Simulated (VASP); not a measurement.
# PPt: single point with PBEsol

Crystal: PPt.

```xyz
4
Lattice="3.7430 0.0000 0.0000 -1.8715 3.2416 0.0000 0.0000 0.0000 6.3537" Properties=species:S:1:pos:R:3 pbc="T T T"
P     1.8715    1.0805    3.1966
P     0.0000    2.1610    0.0197
Pt    1.8715    1.0805    5.5398
Pt    0.0000    2.1610    2.3630
```

- Program: VASP 6.6.1
- Task: single point
- Functional: PBEsol
- Potentials or basis: VASP PAW PBE potentials, release 64 (P, Pt)
- Cutoff: 520 eV
- k mesh: 8 × 8 × 4
- Occupations: gaussian, width 0.1 eV
- Spin: no spin polarisation

| Quantity | Value |
| --- | --- |
| Pressure | -4.7 GPa |
| Largest force | 0.119 eV/Å |
| Band gap on the k mesh | zero (band 15 reaches 9.69 eV, above the bottom of band 16 at 5.91 eV) |

Forces on the atoms (eV/Å):
```
P    0.000  0.000  0.119
P    0.000  0.000  0.119
Pt   0.000  0.000 -0.119
Pt   0.000  0.000 -0.119
```

Stress tensor (GPa, compression positive):
```
-4.85  0.00  0.00
 0.00 -4.85  0.00
 0.00  0.00 -4.40
```

Levels at points of the mesh, in eV from the Fermi level:
| k point | band 11 | band 12 | band 13 | band 14 | band 15 | band 16 | band 17 | band 18 |
| --- | --- | --- | --- | --- | --- | --- | --- | --- |
| (0.00, 0.00, 0.00) | -3.33 | -3.33 | -3.09 | 1.85 | 1.85 | 3.09 | 3.61 | 4.12 |
| (0.50, 0.00, 0.00) | -3.30 | -3.01 | -2.55 | -2.55 | -1.58 | -0.87 | 0.88 | 1.81 |
| (0.00, 0.00, 0.50) | -3.57 | -3.57 | -0.17 | -0.17 | 2.73 | 2.73 | 2.73 | 2.73 |
| (0.50, 0.00, 0.50) | -3.14 | -3.14 | -3.05 | -3.05 | 0.16 | 0.16 | 0.52 | 0.52 |

It took 39 s on 1 thread of Intel(R) Xeon(R) Platinum 8259CL CPU @ 2.50GHz (Skylake/Cascade Lake), with other jobs on the host, peak memory 0.21 GiB.

Caveat: the PAW data sets were made with another functional, which shifts forces and pressure a little; spin-orbit coupling is left out, which moves the levels of the heavy elements.
